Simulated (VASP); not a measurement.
Write the native input for VASP 6.6.1 that does the following.

```yaml
Task: single point
Functional: LDA
Potentials_or_basis: VASP PAW LDA potentials, release 64 (W_sv)
Cutoff: 500 eV
k_mesh: 11 × 11 × 11
Occupations: fermi-dirac, width 0.05 eV
Spin: no spin polarisation
Dipole_correction: no
Further_INCAR_settings: ALGO = Normal; EDIFF = 1e-06; NBANDS = 13
```

The structure of W lies in POSCAR:

```
W
1.0
    0.0000000000      1.9864467582      1.9864467582
    1.9864467582      0.0000000000      1.9864467582
    1.9864467582      1.9864467582      0.0000000000
W
1
Direct
    0.0000000000      0.0000000000      0.0000000000
```

This isn't the form of W at room conditions, which is bcc.

These files were run (other wordings do the same):

INCAR

```
ALGO = Normal ; EDIFF = 1E-6
ENCUT = 500 ; GGA_COMPAT = False
ISIF = 2 ; ISMEAR = -1
LASPH = True ; LCHARG = False
LREAL = False ; LWAVE = False
NBANDS = 13 ; NELM = 120
PREC = Accurate ; SIGMA = 0.05
```

KPOINTS

```
k-points
0
Gamma
  11 11 11
```

Potentials or basis: VASP PAW LDA potentials, release 64 (W_sv).

The run is started by

```bash
$ cat potpaw_LDA.64/W_sv/POTCAR > POTCAR
$ mpirun -np 1 vasp_std > vasp.out
```

It gave:

| Quantity | Value |
| --- | --- |
| Pressure | 2.7 GPa |
| Band gap on the k mesh | zero (bands 7 and 8 overlap by 3.71 eV) |

Caveat: spin-orbit coupling is left out, which moves the levels of the heavy elements.

It took 3.8 s on 1 thread of Intel(R) Xeon(R) 6975P-C (Granite Rapids), on a shared host, peak memory 0.12 GiB.
